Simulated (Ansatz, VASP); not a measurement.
# N in VASP and in Ansatz

```
N
1.0
     9.00000    0.00000    0.00000
     0.00000    9.50000    0.00000
     0.00000    0.00000   10.00000
N
2
Direct
  0.50000 0.50000 0.44489
  0.50000 0.50000 0.55511
```

Alike in both runs: functional PBE; k mesh 1 × 1 × 1; occupations fermi-dirac, width 0.05 eV; no spin polarisation.

Ansatz relaxed the structure, and its values are those at the end. VASP's run is a single point on that final structure, the one shown.

```csv
,VASP,Ansatz
version,VASP 6.6.1,Ansatz 0.2.0
potentials or method,"VASP PAW PBE potentials, release 64 (N), cutoff 520 eV","plane waves, PAW"
valence electrons in the cell,10,10
```

|  | VASP | Ansatz | Ansatz less VASP |
| --- | --- | --- | --- |
| rms of the force components (eV/Å) | 0.999 | 0.004 | -0.9952 |

One of these differences is far larger than is usual between the two programs; its cause wasn't traced. With one functional, cell and mesh, what is left measures potentials, basis and numerics. Ansatz's warnings: stress scf threshold loose.

Noted on VASP's run: the standard files for N, O and F lose accuracy on very short bonds.
